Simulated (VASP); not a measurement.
A run of VASP 6.6.1:

INCAR

```
ALGO = Normal
EDIFF = 1E-6
ENCUT = 520
GGA = PS
ISIF = 2
ISMEAR = -1
LASPH = T
LCHARG = F
LREAL = F
LWAVE = F
NBANDS = 20
NELM = 100
PREC = Accurate
SIGMA = 0.1
```

The input KPOINTS:

```
k-points
0
Gamma
  24 24 13
```

POSCAR

```
Mn
1.0
    2.4535099019      0.0000000000      0.0000000000
   -1.2267549509      2.1248019035      0.0000000000
    0.0000000000      0.0000000000      3.9634435015
Mn
2
Direct
    0.3333333333      0.6666666667      0.2500000000
    0.6666666667      0.3333333333      0.7500000000
```

Potentials or basis: VASP PAW PBE potentials, release 64 (Mn_pv).

Command:

```console
$ cat potpaw_PBE.64/Mn_pv/POTCAR > POTCAR
$ mpirun -np 1 vasp_std > vasp.out
```

Hardware: 1 thread of Intel Xeon 8259CL, with other jobs on the host.

Task: Estimate the wall time of this run.

Result: Run time: 2 min on 1 thread of Intel Xeon 8259CL, with other jobs on the host, peak memory 0.24 GiB. Counts: scf iterations 12, k points 427.
